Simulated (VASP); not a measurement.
# InP (Pm-3m) in VASP: further runs

InP is run at these levels: PBE; tasks: single point, relaxation of cell and atoms.

All numbers are computed with VASP 6.6.1; they aren't measurements. Logs are shortened: lines on timing, memory, paths and dates and some standing lists are left out, and cuts for length are marked.

**1. The cell of the first run**

Symmetry: Pm-3m, No. 221, cubic system. The conventional cell has a = 5.334 Å, b = 5.334 Å, c = 5.334 Å, α = 90.00°, β = 90.00°, γ = 90.00°. Within 3.5 Å of In (site symmetry 4/mmm) lie 4 P at 2.67 Å. P (site symmetry 4/mmm) has 4 In at 2.67 Å within 3.5 Å.

**2. Single point, PBE**

The input, INCAR:

```
SYSTEM = InP
PREC = Accurate
ENCUT = 520
EDIFF = 1E-6
ISMEAR = 0
SIGMA = 0.1
LREAL = .FALSE.
LASPH = .TRUE.
NELM = 80
ALGO = Normal
ISIF = 2
LWAVE = .FALSE.
LCHARG = .TRUE.
GGA = PE
LELF = .TRUE.
LVHAR = .TRUE.
NBANDS = 36
```

The input, KPOINTS:

```
Automatic mesh
0
G
  4 4 4
  0 0 0
```

The input, POSCAR:

```
InP
1.0
    5.3337963511      0.0000000000      0.0000000000
    0.0000000000      5.3337963511      0.0000000000
    0.0000000000      0.0000000000      5.3337963511
In P
3 3
Direct
    0.5000000000      0.0000000000      0.0000000000
    0.0000000000      0.5000000000      0.0000000000
    0.0000000000      0.0000000000      0.5000000000
    0.0000000000      0.5000000000      0.5000000000
    0.5000000000      0.0000000000      0.5000000000
    0.5000000000      0.5000000000      0.0000000000
```

Potentials or basis: VASP PAW PBE potentials, release 64 (In_d, P).

Run with:

```console
$ cat potpaw_PBE.64/In_d/POTCAR potpaw_PBE.64/P/POTCAR > POTCAR
$ mpirun -np 1 vasp_std > vasp.out
```

OUTCAR:

```text
SYSTEM = InP
   PREC = Accurate
   ENCUT = 520
   EDIFF = 1E-6
   ISMEAR = 0
   LREAL = .FALSE.
   LASPH = .TRUE.
   NELM = 80
   ISIF = 2
   GGA = PE

 ion  position               nearest neighbor table
   1  0.500  0.000  0.000-   5 2.67   6 2.67   5 2.67   6 2.67   3 3.77   2 3.77   2 3.77   3 3.77
                             2 3.77   3 3.77   3 3.77   2 3.77
   2  0.000  0.500  0.000-   4 2.67   6 2.67   4 2.67   6 2.67   3 3.77   1 3.77   1 3.77   3 3.77
                             3 3.77   1 3.77   3 3.77   1 3.77
   3  0.000  0.000  0.500-   4 2.67   5 2.67   4 2.67   5 2.67   1 3.77   2 3.77   2 3.77   1 3.77
                             2 3.77   1 3.77   2 3.77   1 3.77
   4  0.000  0.500  0.500-   2 2.67   3 2.67   2 2.67   3 2.67
   5  0.500  0.000  0.500-   1 2.67   3 2.67   1 2.67   3 2.67
   6  0.500  0.500  0.000-   1 2.67   2 2.67   1 2.67   2 2.67

  LATTYP: Found a simple cubic cell.
 ALAT       =     5.3337963511

  Lattice vectors:

 A1 = (   5.3337963511,   0.0000000000,   0.0000000000)
 A2 = (   0.0000000000,   5.3337963511,   0.0000000000)
 A3 = (   0.0000000000,   0.0000000000,   5.3337963511)

Analysis of symmetry for initial positions (statically):
=====================================================================
 Subroutine PRICEL returns:
 Original cell was already a primitive cell.

 Routine SETGRP: Setting up the symmetry group for a
 simple cubic supercell.

 Subroutine GETGRP returns: Found 48 space group operations
 (whereof 48 operations were pure point group operations)
 out of a pool of 48 trial point group operations.

The static configuration has the point symmetry O_h .

Analysis of symmetry for dynamics (positions and initial velocities):
=====================================================================
 Subroutine PRICEL returns:
 Original cell was already a primitive cell.

 Routine SETGRP: Setting up the symmetry group for a
 simple cubic supercell.

 Subroutine GETGRP returns: Found 48 space group operations
 (whereof 48 operations were pure point group operations)
 out of a pool of 48 trial point group operations.

The dynamic configuration has the point symmetry O_h .

 Subroutine INISYM returns: Found 48 space group operations
 (whereof 48 operations are pure point group operations),
 and found     1 'primitive' translations

----------------------------------------------------------------------------------------

                                     Primitive cell

  volume of cell :     151.7432

  direct lattice vectors                    reciprocal lattice vectors
     5.333796351  0.000000000  0.000000000     0.187483723  0.000000000  0.000000000
     0.000000000  5.333796351  0.000000000     0.000000000  0.187483723  0.000000000
     0.000000000  0.000000000  5.333796351     0.000000000  0.000000000  0.187483723

  length of vectors
     5.333796351  5.333796351  5.333796351     0.187483723  0.187483723  0.187483723

  position of ions in fractional coordinates (direct lattice)
     0.500000000  0.000000000  0.000000000
     0.000000000  0.500000000  0.000000000
     0.000000000  0.000000000  0.500000000
     0.000000000  0.500000000  0.500000000
     0.500000000  0.000000000  0.500000000
     0.500000000  0.500000000  0.000000000

  ion indices of the primitive-cell ions
   primitive index   ion index
                 1           1
                 2           2
                 3           3
                 4           4
                 5           5
                 6           6

----------------------------------------------------------------------------------------

 KPOINTS: Automatic mesh

Automatic generation of k-mesh.
 Grid dimensions read from file:
 generate k-points for:    4    4    4

 Generating k-lattice:

  Cartesian coordinates                     Fractional coordinates (reciprocal lattice)
     0.046870931  0.000000000  0.000000000     0.250000000  0.000000000  0.000000000
     0.000000000  0.046870931  0.000000000     0.000000000  0.250000000  0.000000000
     0.000000000  0.000000000  0.046870931     0.000000000  0.000000000  0.250000000

  Length of vectors
     0.046870931  0.046870931  0.046870931

  Shift w.r.t. Gamma in fractional coordinates (k-lattice)
     0.000000000  0.000000000  0.000000000

 Subroutine IBZKPT returns following result:
 ===========================================

 Found     10 irreducible k-points:

 Following reciprocal coordinates:
            Coordinates               Weight
  0.000000  0.000000  0.000000      1.000000
  0.250000  0.000000  0.000000      6.000000
  0.500000  0.000000  0.000000      3.000000
  0.250000  0.250000  0.000000     12.000000
  0.500000  0.250000  0.000000     12.000000
  0.500000  0.500000  0.000000      3.000000
  0.250000  0.250000  0.250000      8.000000
  0.500000  0.250000  0.250000     12.000000
  0.500000  0.500000  0.250000      6.000000
  0.500000  0.500000  0.500000      1.000000
   k-points           NKPTS =     10   k-points in BZ     NKDIM =     10   number of bands    NBANDS=     36
   number of dos      NEDOS =    301   number of ions     NIONS =      6
   total plane-waves  NPLWV =  64000
   dimension x,y,z NGX =    40 NGY =   40 NGZ =   40
   dimension x,y,z NGXF=    80 NGYF=   80 NGZF=   80
   ions per type =               3   3
   NGX,Y,Z   is equivalent  to a cutoff of  12.47, 12.47, 12.47 a.u.
   NGXF,Y,Z  is equivalent  to a cutoff of  24.93, 24.93, 24.93 a.u.
 SYSTEM =  InP
   PREC   = accura    normal or accurate (medium, high low for compatibility)
   ISTART =      0    job   : 0-new  1-cont  2-samecut
   ICHARG =      2    charge: 1-file 2-atom 10-const
   ISPIN  =      1    spin polarized calculation?
   LNONCOLLINEAR =      F non collinear calculations
   LSORBIT =      F    spin-orbit coupling
   LASPH  =      T    aspherical Exc in radial PAW
   ENCUT  =  520.0 eV  38.22 Ry    6.18 a.u.   9.92  9.92  9.92*2*pi/ulx,y,z
   NELM   =     80;   NELMIN=  2; NELMDL= -5     # of ELM steps
   EDIFF  = 0.1E-05   stopping-criterion for ELM
   LREAL  =      F    real-space projection
   EDIFFG = 0.1E-04   stopping-criterion for IOM
   NSW    =      0    number of steps for IOM
   IBRION =     -1    ionic relax: 0-MD 1-quasi-New 2-CG
   NFREE  =      0    steps in history (QN), initial steepest desc. (CG)
   ISIF   =      2    stress and relaxation
   ISYM   =      2    0-nonsym 1-usesym 2-fastsym
   POTIM  = 0.5000    time-step for ionic-motion
   TEBEG  =    0.0;   TEEND  =   0.0 temperature during run
   PSTRESS=    0.0 pullay stress
   NELECT =      54.0000    total number of electrons
   NUPDOWN=      -1.0000    fix difference up-down
   EMIN   =  10.00;   EMAX   =-10.00  energy-range for DOS
   EFERMI =   0.00;   METHOD = LEGACY
   ISMEAR =     0;   SIGMA  =   0.10  broadening in eV -4-tet -1-fermi 0-gaus
   EFERMI_NEDOS =   21; number of points for ismear=-14 and -15
   IALGO  =     38    algorithm
   IMIX   =      4    mixing-type and parameters
     AMIX     =   0.40;   BMIX     =  1.00
     AMIX_MAG =   1.60;   BMIX_MAG =  1.00
  volume/ion in A,a.u.               =      25.29       170.67
  Fermi-wavevector in a.u.,A,eV,Ry     =   1.160120  2.192309 18.311794  1.345879
  Thomas-Fermi vector in A             =   2.296706
   LORBIT       =      0    0 simple, 1 ext, 2 COOP (PROOUT), +10 PAW based schemes
   GGA     = PE    functional components
   LHFCALC =     F    Hartree Fock is set to
   AEXX    =    0.0000 exact exchange contribution
   IVDW    =     0    specifies the selected vdW correction
   LEPSILON=     F    determine dielectric tensor
   LRPA    =     F    only Hartree local field effects (RPA)
 non-spin polarized calculation
 Gauss-broadening in eV      SIGMA  =   0.10
  energy-cutoff  :      520.00
  volume of cell :      151.74
 maximum number of plane-waves:      4116
 NGX is ok and might be reduce to    40
   NGX = 19   NGY = 19   NGZ = 19

 number of electron      54.0000023 magnetization

 Free energy of the ion-electron system (eV)
  ---------------------------------------------------
  ext. energy  EPLUGINS =         0.00000000
  ---------------------------------------------------
  free energy    TOTEN  =       -20.54223520 eV

  energy without entropy =      -20.51228031  energy(sigma->0) =      -20.52725776

 E-fermi :   5.4477     XC(G=0):  -9.5256

 val. band max:        5.3679259149   @ k =   0.2500   0.2500   0.0000
 cond. band min:       5.4595736290   @ k =   0.5000   0.5000   0.2500
 fundamental gap:      0.0916477141
 Fermi energy:         5.4477212998

 k-point     1 :       0.0000    0.0000    0.0000
  band No.  band energies     occupation
      1      -9.4134      2.00000
      2      -9.4134      2.00000
      3      -9.3473      2.00000
      4      -9.1966      2.00000
      5      -9.1966      2.00000
      6      -9.1966      2.00000
[... 28 lines left out ...]
     35      10.1715      0.00000
     36      10.1715      0.00000

 k-point     2 :       0.2500    0.0000    0.0000
  band No.  band energies     occupation
      1      -9.3991      2.00000
      2      -9.3589      2.00000
      3      -9.3085      2.00000
      4      -9.1948      2.00000
      5      -9.1718      2.00000
      6      -9.1718      2.00000
[... 28 lines left out ...]
     35      11.4803      0.00000
     36      11.4842      0.00000

 k-point     3 :       0.5000    0.0000    0.0000
  band No.  band energies     occupation
      1      -9.3917      2.00000
      2      -9.2838      2.00000
      3      -9.2194      2.00000
      4      -9.2125      2.00000
      5      -9.1929      2.00000
      6      -9.1546      2.00000
[... 28 lines left out ...]
     35      10.5130      0.00000
     36      11.1453      0.00000
[... 196 lines left out ...]
 k-point     9 :       0.5000    0.5000    0.2500
  band No.  band energies     occupation
      1      -9.2465      2.00000
      2      -9.2465      2.00000
      3      -9.2117      2.00000
      4      -9.1851      2.00000
      5      -9.1851      2.00000
      6      -9.1813      2.00000
[... 28 lines left out ...]
     35       9.6360      0.00000
     36       9.7667      0.00000

 k-point    10 :       0.5000    0.5000    0.5000
  band No.  band energies     occupation
      1      -9.2302      2.00000
      2      -9.2302      2.00000
      3      -9.2302      2.00000
      4      -9.1813      2.00000
      5      -9.1813      2.00000
      6      -9.1813      2.00000
[... 28 lines left out ...]
     35       9.7442      0.00000
     36       9.7442      0.00000

------------------------ aborting loop because EDIFF is reached ----------------------------------------

  FORCE on cell =-STRESS in cart. coord.  units (eV):
  Direction    XX          YY          ZZ          XY          YZ          ZX
  --------------------------------------------------------------------------------------
  -------------------------------------------------------------------------------------
  Total       -0.1292735     -0.1292735     -0.1292735     -0.0000000     -0.0000000      0.0000000
  in kB       -1.3649310     -1.3649310     -1.3649310     -0.0000000     -0.0000000      0.0000000
  external PRESSURE =      -1.3649310 kB  Pullay stress =       0.0000000 kB

 VOLUME and BASIS-vectors are now :
 -----------------------------------------------------------------------------
  energy-cutoff  :      520.00
  volume of cell :      151.74
      direct lattice vectors                 reciprocal lattice vectors
     5.333796351  0.000000000  0.000000000     0.187483723  0.000000000  0.000000000
     0.000000000  5.333796351  0.000000000     0.000000000  0.187483723  0.000000000
     0.000000000  0.000000000  5.333796351     0.000000000  0.000000000  0.187483723

 POSITION                                       TOTAL-FORCE (eV/Angst)
 -----------------------------------------------------------------------------------
      2.66690      0.00000      0.00000         0.000000      0.000000      0.000000
      0.00000      2.66690      0.00000         0.000000      0.000000      0.000000
      0.00000      0.00000      2.66690         0.000000      0.000000      0.000000
      0.00000      2.66690      2.66690         0.000000      0.000000      0.000000
      2.66690      0.00000      2.66690         0.000000      0.000000      0.000000
      2.66690      2.66690      0.00000         0.000000      0.000000      0.000000
 -----------------------------------------------------------------------------------
    total drift:                               -0.000000      0.000000     -0.000000

  FREE ENERGIE OF THE ION-ELECTRON SYSTEM (eV)
  ---------------------------------------------------
  free  energy   TOTEN  =       -20.5422352006 eV

  energy  without entropy=      -20.5122803123  energy(sigma->0) =      -20.52725776
```

It took 41 s on 1 thread of Intel Xeon 6975P-C (Granite Rapids), shared host; peak memory 0.25 GiB.

Results:

```yaml
Free_energy: -20.5422 eV
Pressure: -0.1 GPa
Band_gap_on_the_k_mesh: zero (band 27 reaches 6.28 eV, above the bottom of band 28 at 5.28 eV)
```

Caveat: spin-orbit coupling is left out, which moves the levels of the heavy elements.

**3. Single point, PBE**

This run uses another cell than the first one, of 26.31 Å³/atom, 1.041 times its volume.

The input, INCAR:

```
PREC = Accurate
ENCUT = 520
EDIFF = 1E-6
ISMEAR = 0
SIGMA = 0.1
LREAL = False
LASPH = True
NELM = 100
ALGO = Normal
ISIF = 2
LWAVE = False
LCHARG = False
GGA = PE
NBANDS = 36
```

The input, KPOINTS:

```
Automatic mesh
0
Gamma
  4 4 4
```

POSCAR: that of step 2 with these lines changed.

```diff
@@ -2,5 +2,5 @@
 1.0
-    5.3337963511      0.0000000000      0.0000000000
-    0.0000000000      5.3337963511      0.0000000000
-    0.0000000000      0.0000000000      5.3337963511
+    5.4048598400      0.0000000000      0.0000000000
+    0.0000000000      5.4048598400      0.0000000000
+    0.0000000000      0.0000000000      5.4048598400
 In P
```

Potentials or basis: VASP PAW PBE potentials, release 64 (In_d, P).

Run with:

```console
$ cat potpaw_PBE.64/In_d/POTCAR potpaw_PBE.64/P/POTCAR > POTCAR
$ mpirun -np 1 vasp_std > vasp.out
```

OUTCAR:

```text
PREC = Accurate
   ENCUT = 520
   EDIFF = 1E-6
   ISMEAR = 0
   LREAL = False
   LASPH = True
   NELM = 100
   ISIF = 2
   GGA = PE

 ion  position               nearest neighbor table
   1  0.500  0.000  0.000-   5 2.70   6 2.70   5 2.70   6 2.70   3 3.82   2 3.82   2 3.82   3 3.82
                             2 3.82   3 3.82   3 3.82   2 3.82
   2  0.000  0.500  0.000-   4 2.70   6 2.70   4 2.70   6 2.70   3 3.82   1 3.82   1 3.82   3 3.82
                             3 3.82   1 3.82   3 3.82   1 3.82
   3  0.000  0.000  0.500-   4 2.70   5 2.70   4 2.70   5 2.70   1 3.82   2 3.82   2 3.82   1 3.82
                             2 3.82   1 3.82   2 3.82   1 3.82
[... 583 lines left out ...]
  Total       -1.8803669     -1.8803669     -1.8803669      0.0000000      0.0000000      0.0000000
  in kB      -19.0809444    -19.0809444    -19.0809444      0.0000000      0.0000000      0.0000000
  external PRESSURE =     -19.0809444 kB  Pullay stress =       0.0000000 kB

 VOLUME and BASIS-vectors are now :
 -----------------------------------------------------------------------------
  energy-cutoff  :      520.00
  volume of cell :      157.89
      direct lattice vectors                 reciprocal lattice vectors
     5.404859840  0.000000000  0.000000000     0.185018674  0.000000000  0.000000000
     0.000000000  5.404859840  0.000000000     0.000000000  0.185018674  0.000000000
     0.000000000  0.000000000  5.404859840     0.000000000  0.000000000  0.185018674

 POSITION                                       TOTAL-FORCE (eV/Angst)
 -----------------------------------------------------------------------------------
      2.70243      0.00000      0.00000         0.000000      0.000000      0.000000
      0.00000      2.70243      0.00000         0.000000      0.000000      0.000000
      0.00000      0.00000      2.70243         0.000000      0.000000      0.000000
      0.00000      2.70243      2.70243         0.000000      0.000000      0.000000
      2.70243      0.00000      2.70243         0.000000      0.000000      0.000000
      2.70243      2.70243      0.00000         0.000000      0.000000      0.000000
 -----------------------------------------------------------------------------------
    total drift:                               -0.000000      0.000000     -0.000000

  FREE ENERGIE OF THE ION-ELECTRON SYSTEM (eV)
  ---------------------------------------------------
  free  energy   TOTEN  =       -20.5034005722 eV

  energy  without entropy=      -20.4687882847  energy(sigma->0) =      -20.48609443
```

It took 36 s on 1 thread of Intel Xeon 6975P-C (Granite Rapids), shared host; peak memory 0.24 GiB.

What came out:

| Property | Result |
| --- | --- |
| Free energy | -20.5034 eV |
| Pressure | -1.9 GPa |
| Band gap on the k mesh | zero (band 27 reaches 5.83 eV, above the bottom of band 28 at 4.89 eV) |

Caveat: spin-orbit coupling is left out, which moves the levels of the heavy elements.

**4. Single point, PBE**

This run uses another cell than the first one, of 25.52 Å³/atom, 1.009 times its volume.

The input, INCAR:

```
SYSTEM = InP
PREC = Accurate ; ENCUT = 520
EDIFF = 1E-6 ; ISMEAR = 0
SIGMA = 0.1 ; LREAL = .FALSE.
LASPH = .TRUE. ; NELM = 80
ALGO = Normal ; ISIF = 2
LWAVE = .FALSE. ; LCHARG = .TRUE.
GGA = PE ; LELF = .TRUE.
LVHAR = .TRUE. ; NBANDS = 36
```

The input, KPOINTS:

```
regular mesh
0
G
  8 8 8
  0 0 0
```

POSCAR: that of step 3 with these lines changed.

```diff
@@ -2,5 +2,5 @@
 1.0
-    5.4048598400      0.0000000000      0.0000000000
-    0.0000000000      5.4048598400      0.0000000000
-    0.0000000000      0.0000000000      5.4048598400
+    5.3498078361      0.0000000000      0.0000000000
+    0.0000000000      5.3498078361      0.0000000000
+    0.0000000000      0.0000000000      5.3498078361
 In P
```

Run with:

```console
$ cat potpaw_PBE.64/In_d/POTCAR potpaw_PBE.64/P/POTCAR > POTCAR
$ mpirun -np 1 vasp_std > vasp.out
```

Wall time 1.8 min (1 thread of Intel Xeon 6975P-C (Granite Rapids), shared host); peak memory 0.31 GiB.

Results (log left out):

| Property | Result |
| --- | --- |
| Free energy | -20.6100 eV |
| Pressure | -0.1 GPa |
| Band gap on the k mesh | zero (band 27 reaches 6.18 eV, above the bottom of band 28 at 4.95 eV) |

Levels at points of the mesh, in eV from the Fermi level:
| k point | band 24 | band 25 | band 26 | band 27 | band 28 | band 29 | band 30 | band 31 |
| --- | --- | --- | --- | --- | --- | --- | --- | --- |
| (0.00, 0.00, 0.00) | -2.58 | -2.58 | -2.02 | -2.02 | 0.10 | 0.10 | 0.10 | 3.55 |
| (0.50, 0.00, 0.00) | -3.42 | -2.37 | -0.94 | -0.14 | -0.14 | 1.54 | 2.25 | 2.25 |
| (0.50, 0.50, 0.00) | -2.01 | -0.89 | -0.19 | -0.07 | 0.45 | 0.93 | 2.49 | 2.49 |
| (0.50, 0.50, 0.50) | 0.17 | 0.17 | 0.17 | 0.84 | 0.84 | 3.62 | 3.62 | 3.62 |

Caveat: spin-orbit coupling is left out, which moves the levels of the heavy elements.

(Continued in part 2 of 2.)
